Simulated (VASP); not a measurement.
# Nb3CdB (Pm-3m) in VASP: further runs, part 2 of 3

VASP 6.6.1.

## Step 3: Single point, PBE

This run uses another cell than the first one, of 23.75 Å³/atom.

Input file INCAR:

```
PREC = Accurate
ENCUT = 520
EDIFF = 1E-6
ISMEAR = 0
SIGMA = 0.1
LREAL = False
LASPH = True
NELM = 80
ALGO = Normal
ISIF = 2
LWAVE = False
LCHARG = False
GGA = PE
NBANDS = 35
```

Input file KPOINTS:

```
regular mesh
0
Gamma
  4 4 4
```

Input file POSCAR:

```
Nb3CdB
1.0
    4.9149294568      0.0000000000      0.0000000000
    0.0000000000      4.9149294568      0.0000000000
    0.0000000000      0.0000000000      4.9149294568
Nb Cd B
3 1 1
Direct
    0.0000000000      0.5000000000      0.5000000000
    0.5000000000      0.0000000000      0.5000000000
    0.5000000000      0.5000000000      0.0000000000
    0.5000000000      0.5000000000      0.5000000000
    0.0000000000      0.0000000000      0.0000000000
```

Potentials or basis: VASP PAW PBE potentials, release 64 (Nb_sv, Cd, B).

On the command line:

```
$ cat potpaw_PBE.64/Nb_sv/POTCAR potpaw_PBE.64/Cd/POTCAR potpaw_PBE.64/B/POTCAR > POTCAR
$ mpirun -np 1 vasp_std > vasp.out
```

OUTCAR:

```text
PREC = Accurate
   ENCUT = 520
   EDIFF = 1E-6
   ISMEAR = 0
   LREAL = False
   LASPH = True
   NELM = 80
   ISIF = 2
   GGA = PE

 ion  position               nearest neighbor table
   1  0.000  0.500  0.500-   4 2.46   4 2.46
   2  0.500  0.000  0.500-   4 2.46   4 2.46
   3  0.500  0.500  0.000-   4 2.46   4 2.46
   4  0.500  0.500  0.500-   1 2.46   2 2.46   3 2.46   3 2.46   2 2.46   1 2.46
   5  0.000  0.000  0.000-

  LATTYP: Found a simple cubic cell.
[... 564 lines left out ...]
  Direction    XX          YY          ZZ          XY          YZ          ZX
  --------------------------------------------------------------------------------------
  -------------------------------------------------------------------------------------
  Total        0.4161416      0.4161416      0.4161416      0.0000000      0.0000000     -0.0000000
  in kB        5.6156472      5.6156472      5.6156472      0.0000000      0.0000000     -0.0000000
  external PRESSURE =       5.6156472 kB  Pullay stress =       0.0000000 kB

 VOLUME and BASIS-vectors are now :
 -----------------------------------------------------------------------------
  energy-cutoff  :      520.00
  volume of cell :      118.73
      direct lattice vectors                 reciprocal lattice vectors
     4.914929457  0.000000000  0.000000000     0.203461720  0.000000000  0.000000000
     0.000000000  4.914929457  0.000000000     0.000000000  0.203461720  0.000000000
     0.000000000  0.000000000  4.914929457     0.000000000  0.000000000  0.203461720

 POSITION                                       TOTAL-FORCE (eV/Angst)
 -----------------------------------------------------------------------------------
      0.00000      2.45746      2.45746         0.000000      0.000000      0.000000
      2.45746      0.00000      2.45746         0.000000      0.000000      0.000000
      2.45746      2.45746      0.00000         0.000000      0.000000      0.000000
      2.45746      2.45746      2.45746         0.000000      0.000000      0.000000
      0.00000      0.00000      0.00000         0.000000      0.000000      0.000000
 -----------------------------------------------------------------------------------
    total drift:                                0.000000     -0.000000     -0.000000

  FREE ENERGIE OF THE ION-ELECTRON SYSTEM (eV)
  ---------------------------------------------------
  free  energy   TOTEN  =       -24.2768501499 eV

  energy  without entropy=      -24.2624662817  energy(sigma->0) =      -24.26965822
```

stdout:

```text
POSCAR found type information on POSCAR NbCdB
 POSCAR found :  3 types and       5 ions
 scaLAPACK will be used
 LDA part: xc-table for (Slater+PW92), standard interpolation
 POSCAR, INCAR and KPOINTS ok, starting setup
 FFT: planning ... GRIDC
 FFT: planning ... GRID_SOFT
 FFT: planning ... GRID
 WAVECAR not read
 entering main loop
```

It took 98 s on 1 thread of Intel Xeon 8259CL, shared host; peak memory 0.22 GiB.

What came out:

```
Free energy            : -24.2769 eV
Pressure               : 0.6 GPa
Band gap on the k mesh : zero (bands 27 and 28 overlap by 0.33 eV)
```

## Step 4: Relaxation of cell and atoms, PBE

Input file INCAR:

```
SYSTEM = Nb3CdB
PREC     = Accurate       ! precision mode
ENCUT    = 600            ! plane-wave cutoff, eV
EDIFF    = 1E-6           ! SCF threshold, eV
ISMEAR   = 0              ! smearing method
SIGMA    = 0.1            ! smearing width, eV
LREAL    = .FALSE.        ! projectors in reciprocal space
LASPH    = .TRUE.         ! aspherical terms in the spheres
NELM     = 100            ! most SCF steps
ALGO     = Normal         ! electronic algorithm
ISIF     = 3              ! what is computed and relaxed
LWAVE    = .FALSE.        ! write WAVECAR
LCHARG   = .FALSE.        ! write CHGCAR
GGA      = PE             ! functional
IBRION   = 2              ! ionic algorithm
NSW      = 90             ! ionic steps
EDIFFG   = -0.04          ! ionic threshold
```

Input file KPOINTS:

```
regular mesh
0
G
  4 4 4
  0 0 0
```

Changes to POSCAR since step 3:

```diff
@@ -2,5 +2,5 @@
 1.0
-    4.9149294568      0.0000000000      0.0000000000
-    0.0000000000      4.9149294568      0.0000000000
-    0.0000000000      0.0000000000      4.9149294568
+    4.4096799700      0.0000000000      0.0000000000
+    0.0000000000      4.4096799700      0.0000000000
+    0.0000000000      0.0000000000      4.4096799700
 Nb Cd B
```

Potentials or basis: VASP PAW PBE potentials, release 64 (Nb_sv, Cd, B).

On the command line:

```
$ cat potpaw_PBE.64/Nb_sv/POTCAR potpaw_PBE.64/Cd/POTCAR potpaw_PBE.64/B/POTCAR > POTCAR
$ mpirun -np 1 vasp_std > vasp.out
```

OUTCAR:

```text
SYSTEM = Nb3CdB
   PREC = Accurate
   ENCUT = 600
   EDIFF = 1E-6
   ISMEAR = 0
   LREAL = .FALSE.
   LASPH = .TRUE.
   NELM = 100
   ISIF = 3
   GGA = PE
   IBRION = 2
   NSW = 90
   EDIFFG = -0.04

 ion  position               nearest neighbor table
   1  0.000  0.500  0.500-   4 2.20   4 2.20
   2  0.500  0.000  0.500-   4 2.20   4 2.20
   3  0.500  0.500  0.000-   4 2.20   4 2.20
   4  0.500  0.500  0.500-   1 2.20   2 2.20   3 2.20   3 2.20   2 2.20   1 2.20
   5  0.000  0.000  0.000-

  LATTYP: Found a simple cubic cell.
 ALAT       =     4.4096799700

  Lattice vectors:

 A1 = (   4.4096799700,   0.0000000000,   0.0000000000)
 A2 = (   0.0000000000,   4.4096799700,   0.0000000000)
 A3 = (   0.0000000000,   0.0000000000,   4.4096799700)

Analysis of symmetry for initial positions (statically):
=====================================================================
 Subroutine PRICEL returns:
 Original cell was already a primitive cell.

 Routine SETGRP: Setting up the symmetry group for a
 simple cubic supercell.

 Subroutine GETGRP returns: Found 48 space group operations
 (whereof 48 operations were pure point group operations)
 out of a pool of 48 trial point group operations.

The static configuration has the point symmetry O_h .

Analysis of symmetry for dynamics (positions and initial velocities):
=====================================================================
 Subroutine PRICEL returns:
 Original cell was already a primitive cell.

 Routine SETGRP: Setting up the symmetry group for a
 simple cubic supercell.

 Subroutine GETGRP returns: Found 48 space group operations
 (whereof 48 operations were pure point group operations)
 out of a pool of 48 trial point group operations.

The dynamic configuration has the point symmetry O_h .

 Subroutine INISYM returns: Found 48 space group operations
 (whereof 48 operations are pure point group operations),
 and found     1 'primitive' translations

[... 109 lines left out ...]
   LORBIT       =      0    0 simple, 1 ext, 2 COOP (PROOUT), +10 PAW based schemes
   GGA     = PE    functional components
   LHFCALC =     F    Hartree Fock is set to
   AEXX    =    0.0000 exact exchange contribution
   IVDW    =     0    specifies the selected vdW correction
   LEPSILON=     F    determine dielectric tensor
   LRPA    =     F    only Hartree local field effects (RPA)
 conjugate gradient relaxation of ions
 non-spin polarized calculation
 Gauss-broadening in eV      SIGMA  =   0.10
  energy-cutoff  :      600.00
  volume of cell :       85.75
 maximum number of plane-waves:      2897
 NGX is ok and might be reduce to    36
   NGX = 17   NGY = 17   NGZ = 17

--------------------------------------- Ionic step        1  -------------------------------------------

 number of electron      54.0000000 magnetization

 Free energy of the ion-electron system (eV)
  ---------------------------------------------------
  ext. energy  EPLUGINS =         0.00000000
  ---------------------------------------------------
  free energy    TOTEN  =       -19.46010626 eV

  energy without entropy =      -19.44839247  energy(sigma->0) =      -19.45424936

------------------------ aborting loop because EDIFF is reached ----------------------------------------

  FORCE on cell =-STRESS in cart. coord.  units (eV):
  Direction    XX          YY          ZZ          XY          YZ          ZX
  --------------------------------------------------------------------------------------
  -------------------------------------------------------------------------------------
  Total       33.1658378     33.1658378     33.1658378      0.0000000     -0.0000000      0.0000000
  in kB      619.6983486    619.6983486    619.6983486      0.0000000     -0.0000000      0.0000000
  external PRESSURE =     619.6983486 kB  Pullay stress =       0.0000000 kB
[... 26 lines left out ...]
--------------------------------------- Ionic step        2  -------------------------------------------

 number of electron      54.0000032 magnetization

 E-fermi :   1.5562     XC(G=0):  -8.1302

 val. band max:        1.5293669337   @ k =   0.5000   0.5000   0.5000
 cond. band min:       1.5637733435   @ k =   0.5000   0.5000   0.5000
 fundamental gap:      0.0344064098
 Fermi energy:         1.5562043073

 k-point     1 :       0.0000    0.0000    0.0000
  band No.  band energies     occupation
      1     -54.2806      2.00000
      2     -54.2787      2.00000
      3     -54.2787      2.00000
      4     -30.3324      2.00000
      5     -30.3324      2.00000
      6     -30.3324      2.00000
[... 455 lines left out ...]
--------------------------------------- Ionic step        5  -------------------------------------------

 number of electron      53.9999990 magnetization

 Free energy of the ion-electron system (eV)
  ---------------------------------------------------
  ext. energy  EPLUGINS =         0.00000000
  ---------------------------------------------------
  free energy    TOTEN  =       -24.26255097 eV

  energy without entropy =      -24.24783456  energy(sigma->0) =      -24.25519277

 E-fermi :   5.0575     XC(G=0): -10.2183

 val. band max:        5.0449489502   @ k =   0.5000   0.5000   0.2500
 cond. band min:       5.0833481785   @ k =   0.5000   0.5000   0.0000
 fundamental gap:      0.0383992283
 Fermi energy:         5.0574508003

 k-point     1 :       0.0000    0.0000    0.0000
  band No.  band energies     occupation
      1     -50.4166      2.00000
      2     -50.3908      2.00000
      3     -50.3908      2.00000
      4     -26.5636      2.00000
      5     -26.5636      2.00000
      6     -26.5636      2.00000
[... 371 lines left out ...]
  FREE ENERGIE OF THE ION-ELECTRON SYSTEM (eV)
  ---------------------------------------------------
  free  energy   TOTEN  =       -24.2625509701 eV

  energy  without entropy=      -24.2478345612  energy(sigma->0) =      -24.25519277

 reached required accuracy - stopping structural energy minimisation
```

OSZICAR:

```text
N       E                     dE             d eps       ncg     rms          rms(c)
DAV:   1     0.743733521659E+03    0.74373E+03   -0.33047E+04   640   0.197E+03
DAV:   2     0.373405025097E+02   -0.70639E+03   -0.69731E+03   720   0.714E+02
DAV:   3    -0.171030272924E+02   -0.54444E+02   -0.53713E+02  1112   0.147E+02
[... 80 lines left out ...]
DAV:   6    -0.242625263523E+02   -0.10250E-02   -0.32374E-03  1176   0.263E-01    0.874E-02
DAV:   7    -0.242625513585E+02   -0.25006E-04   -0.57526E-04   864   0.118E-01    0.157E-02
DAV:   8    -0.242625542692E+02   -0.29107E-05   -0.47929E-05   976   0.397E-02    0.726E-03
DAV:   9    -0.242625513740E+02    0.28952E-05   -0.73871E-06   728   0.121E-02    0.176E-03
DAV:  10    -0.242625509701E+02    0.40392E-06   -0.29457E-07   448   0.368E-03
   5 F= -.24262551E+02 E0= -.24255193E+02  d E =-.480244E+01
```

CONTCAR:

```text
Nb3CdB
   1.00000000000000
     4.9229420159158677    0.0000000000000000    0.0000000000000000
     0.0000000000000000    4.9229420159158677    0.0000000000000000
     0.0000000000000000   -0.0000000000000000    4.9229420159158677
  Nb              Cd              B
     3     1     1
Direct
     0.0000000000000000    0.5000000000000000    0.5000000000000000
     0.5000000000000000    0.0000000000000000    0.5000000000000000
     0.5000000000000000    0.5000000000000000    0.0000000000000000
     0.5000000000000000    0.5000000000000000    0.5000000000000000
     0.0000000000000000    0.0000000000000000    0.0000000000000000

  0.00000000E+00  0.00000000E+00  0.00000000E+00
  0.00000000E+00  0.00000000E+00  0.00000000E+00
  0.00000000E+00  0.00000000E+00  0.00000000E+00
  0.00000000E+00  0.00000000E+00  0.00000000E+00
  0.00000000E+00  0.00000000E+00  0.00000000E+00
```

Wall time 7.2 min (1 thread of Intel Xeon 8259CL, shared host); peak memory 0.2 GiB.

What came out:

```yaml
Free_energy: -24.2626 eV
Relaxed_volume: 23.86 Å³/atom
Relaxed_cell: a = 4.923 Å, b = 4.923 Å, c = 4.923 Å, α = 90.00°, β = 90.00°, γ = 90.00°
Space_group_after_relaxing_to_0.1_Å: Pm-3m (No. 221)
Energy_gained_by_relaxing: 960.5 meV/atom
Ionic_steps: 5
Pressure_after_relaxing: 0.1 GPa
Band_gap_on_the_k_mesh: zero (bands 27 and 28 overlap by 0.33 eV)
```

The path:
```csv
step,energy change (eV),largest force (eV/Å),pressure (GPa),volume (Å³)
1,0.0000,0.0000,61.97,85.75
2,0.3424,0.0000,-12.94,197.22
3,-4.7565,0.0000,-2.99,124.14
4,-4.7945,0.0000,-1.32,121.34
5,-4.8024,0.0000,0.08,119.31
```

Final structure:
```xyz
5
Lattice="4.9229 0.0000 0.0000 0.0000 4.9229 0.0000 0.0000 0.0000 4.9229" Properties=species:S:1:pos:R:3 pbc="T T T"
Nb    0.0000    2.4615    2.4615
Nb    2.4615    0.0000    2.4615
Nb    2.4615    2.4615    0.0000
Cd    2.4615    2.4615    2.4615
B     0.0000    0.0000    0.0000
```

Caveat: the volume moved by over 15 % at a fixed basis, so the end points are rough.

(Continued in part 3 of 3.)

The gap in the log of VASP goes by the Fermi energy; the results here count the filled bands.